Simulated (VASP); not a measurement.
# TePt (P6_3/mmc) in VASP: a series of runs, part 2 of 2

VASP 6.6.1.

**3. Single point, PBEsol (strain +0.040 along x and y, +0.000 along z)**

File INCAR:

```
ALGO = Normal ; EDIFF = 1E-6
ENCUT = 520 ; GGA = PS
ISIF = 2 ; ISMEAR = 0
LASPH = T ; LCHARG = F
LREAL = F ; LWAVE = F
NBANDS = 24 ; NELM = 60
PREC = Accurate ; SIGMA = 0.15
```

File KPOINTS:

```
k-points
0
Gamma
  12 12 10
```

File POSCAR:

```
TePt
1.0
    4.2754398042      0.0000000000      0.0000000000
   -2.1377199021      3.7026394828      0.0000000000
    0.0000000000      0.0000000000      5.4460000000
Te Pt
2 2
Direct
    0.3333333333      0.6666666667      0.2500000000
    0.6666666667      0.3333333333      0.7500000000
    0.0000000000      0.0000000000      0.0000000000
    0.0000000000      0.0000000000      0.5000000000
```

Potentials or basis: VASP PAW PBE potentials, release 64 (Te, Pt).

The run is started by

```
$ cat potpaw_PBE.64/Te/POTCAR potpaw_PBE.64/Pt/POTCAR > POTCAR
$ mpirun -np 1 vasp_std > vasp.out
```

OUTCAR:

```text
EDIFF = 1E-6
   ENCUT = 520
   GGA = PS
   ISIF = 2
   ISMEAR = 0
   LASPH = T
   LREAL = F
   NELM = 60
   PREC = Accurate

 ion  position               nearest neighbor table
   1  0.333  0.667  0.250-   3 2.82   4 2.82   3 2.82   4 2.82   3 2.82   4 2.82   2 3.68   2 3.68
                             2 3.68   2 3.68   2 3.68   2 3.68
   2  0.667  0.333  0.750-   3 2.82   4 2.82   3 2.82   4 2.82   3 2.82   4 2.82   1 3.68   1 3.68
                             1 3.68   1 3.68   1 3.68   1 3.68
   3  0.000  0.000  0.000-   4 2.72   4 2.72   1 2.82   2 2.82   2 2.82   1 2.82   2 2.82   1 2.82

   4  0.000  0.000  0.500-   3 2.72   3 2.72   1 2.82   2 2.82   2 2.82   1 2.82   2 2.82   1 2.82

  LATTYP: Found a hexagonal cell.
 ALAT       =     4.2754398042
 C/A-ratio  =     1.2737870838

  Lattice vectors:

 A1 = (   4.2754398042,   0.0000000000,   0.0000000000)
 A2 = (  -2.1377199021,   3.7026394828,   0.0000000000)
 A3 = (   0.0000000000,   0.0000000000,   5.4460000000)

Analysis of symmetry for initial positions (statically):
=====================================================================
 Subroutine PRICEL returns:
[... 177 lines left out ...]

 E-fermi :   9.3710     XC(G=0): -11.3366

 val. band max:        9.3651593710   @ k =   0.2500   0.1667   0.3000
 cond. band min:       9.3782648887   @ k =   0.1667   0.0833   0.1000
 fundamental gap:      0.0131055176
 Fermi energy:         9.3709645685

 k-point     1 :       0.0000    0.0000    0.0000
  band No.  band energies     occupation
      1      -4.6400      2.00000
      2      -1.8189      2.00000
      3       2.2959      2.00000
      4       3.2151      2.00000
      5       3.2151      2.00000
      6       3.6857      2.00000
[... 637 lines left out ...]
     23      15.6867      0.00000
     24      17.0617      0.00000

 [... further k-points ...]

------------------------ aborting loop because EDIFF is reached ----------------------------------------

  FORCE on cell =-STRESS in cart. coord.  units (eV):
  Direction    XX          YY          ZZ          XY          YZ          ZX
  --------------------------------------------------------------------------------------
  -------------------------------------------------------------------------------------
  Total       -1.0806115     -1.0806115      0.8358563      0.0000000     -0.0000000      0.0000000
  in kB      -20.0821549    -20.0821549     15.5336086      0.0000000     -0.0000000      0.0000000
  external PRESSURE =      -8.2102338 kB  Pullay stress =       0.0000000 kB

 VOLUME and BASIS-vectors are now :
 -----------------------------------------------------------------------------
  energy-cutoff  :      520.00
  volume of cell :       86.21
      direct lattice vectors                 reciprocal lattice vectors
     4.275439804  0.000000000  0.000000000     0.233894066  0.135038802  0.000000000
    -2.137719902  3.702639483  0.000000000     0.000000000  0.270077604  0.000000000
     0.000000000  0.000000000  5.446000000     0.000000000  0.000000000  0.183621006

 POSITION                                       TOTAL-FORCE (eV/Angst)
 -----------------------------------------------------------------------------------
     -0.00000      2.46843      1.36150        -0.000000      0.000000      0.000000
      2.13772      1.23421      4.08450         0.000000     -0.000000      0.000000
      0.00000      0.00000      0.00000         0.000000      0.000000      0.000000
      0.00000      0.00000      2.72300         0.000000      0.000000      0.000000
 -----------------------------------------------------------------------------------
    total drift:                               -0.000000      0.000000     -0.000000

  FREE ENERGIE OF THE ION-ELECTRON SYSTEM (eV)
  ---------------------------------------------------
  free  energy   TOTEN  =       -21.8358479486 eV

  energy  without entropy=      -21.8116128860  energy(sigma->0) =      -21.82373042
```

It took 1.8 min on 1 thread of AMD EPYC 9R45 (Zen 5), shared host; peak memory 0.32 GiB.

What came out:

```yaml
Free_energy: -21.8358 eV
Pressure: -0.8 GPa
Band_gap_on_the_k_mesh: zero (bands 16 and 17 overlap by 1.45 eV)
```

Stress tensor (GPa, compression positive):
```
-2.01  0.00  0.00
 0.00 -2.01  0.00
 0.00  0.00  1.55
```

Levels at points of the mesh, in eV from the Fermi level:
| k point | band 13 | band 14 | band 15 | band 16 | band 17 | band 18 | band 19 | band 20 |
| --- | --- | --- | --- | --- | --- | --- | --- | --- |
| (0.00, 0.00, 0.00) | -1.70 | -1.70 | 0.31 | 0.85 | 1.43 | 1.56 | 2.08 | 2.08 |
| (0.50, 0.00, 0.00) | -2.53 | -1.86 | -1.71 | -1.70 | 1.49 | 2.48 | 3.50 | 3.51 |
| (0.00, 0.00, 0.50) | -2.61 | -2.61 | 0.96 | 0.96 | 0.96 | 0.96 | 3.83 | 3.83 |
| (0.50, 0.00, 0.50) | -2.92 | -2.92 | -0.46 | -0.46 | 0.35 | 0.35 | 2.72 | 2.72 |

Caveat: the cell differs from its parent crystal (strain +0.040 along x and y, +0.000 along z); the PAW data sets were made with another functional, which shifts forces and pressure a little; spin-orbit coupling is left out, which moves the levels of the heavy elements.

**4. Single point, PBEsol (strain +0.080 along x and y, -0.040 along z)**

File INCAR:

```
ALGO = Normal
EDIFF = 1E-7
ENCUT = 520
GGA = PS
ISIF = 2
ISMEAR = 0
LASPH = True
LCHARG = False
LREAL = False
LWAVE = False
NBANDS = 24
NELM = 100
PREC = Accurate
SIGMA = 0.15
```

KPOINTS is that of step 3.

File POSCAR:

```
TePt
1.0
    4.4398797966      0.0000000000      0.0000000000
   -2.2199398983      3.8450486937      0.0000000000
    0.0000000000      0.0000000000      5.2281600000
Te Pt
2 2
Direct
    0.3333333333      0.6666666667      0.2500000000
    0.6666666667      0.3333333333      0.7500000000
    0.0000000000      0.0000000000      0.0000000000
    0.0000000000      0.0000000000      0.5000000000
```

The run is started by

```
$ cat potpaw_PBE.64/Te/POTCAR potpaw_PBE.64/Pt/POTCAR > POTCAR
$ mpirun -np 1 vasp_std > vasp.out
```

Wall time 2.5 min (1 thread of AMD EPYC 9R45 (Zen 5), shared host); peak memory 0.34 GiB.

It converged, with:

| Property | Result |
| --- | --- |
| Free energy | -21.5214 eV |
| Pressure | -3.4 GPa |
| Band gap on the k mesh | zero (bands 16 and 17 overlap by 1.66 eV) |

Stress tensor (GPa, compression positive):
```
-8.65  0.00  0.00
 0.00 -8.65  0.00
 0.00  0.00  7.00
```

Levels at points of the mesh, in eV from the Fermi level:
| k point | band 14 | band 15 | band 16 | band 17 | band 18 | band 19 |
| --- | --- | --- | --- | --- | --- | --- |
| (0.00, 0.00, 0.00) | -1.11 | 0.44 | 0.90 | 1.36 | 1.50 | 1.71 |
| (0.50, 0.00, 0.00) | -1.92 | -1.21 | -1.11 | 1.56 | 2.30 | 3.23 |
| (0.00, 0.00, 0.50) | -2.64 | 0.90 | 0.90 | 0.90 | 0.90 | 3.29 |
| (0.50, 0.00, 0.50) | -2.71 | -0.45 | -0.45 | 0.14 | 0.14 | 2.98 |

Caveat: the cell differs from its parent crystal (strain +0.080 along x and y, -0.040 along z); the stress differs along the axes, from -9 to 7 GPa; the PAW data sets were made with another functional, which shifts forces and pressure a little; spin-orbit coupling is left out, which moves the levels of the heavy elements.

**5. Overview**

```csv
cell,gap on the mesh (eV),pressure (GPa)
"a = 4.111, b = 4.111, c = 5.882 Å, angles 90.0, 90.0, 120.0°, 4 atoms",none,-0.9
"a = 4.275, b = 4.275, c = 5.446 Å, angles 90.0, 90.0, 120.0°, 4 atoms",none,-0.8
"a = 4.440, b = 4.440, c = 5.228 Å, angles 90.0, 90.0, 120.0°, 4 atoms",none,-3.4
```

Alike in all rows: task single point; level PBEsol; potentials or basis VASP PAW PBE potentials, release 64 (Te, Pt); no spin polarisation; k mesh 12 × 12 × 10; cutoff (eV) 520; smearing gaussian 0.15 eV.

Caveats: the PAW data sets were made with another functional, which shifts forces and pressure a little; spin-orbit coupling is left out, which moves the levels of the heavy elements; the stress differs along the axes, from -5 to 1 GPa (at least some runs); the stress differs along the axes, from -9 to 7 GPa (at least some runs).

Total energies depend on the potentials used, so only differences within one code and one set of settings carry meaning.
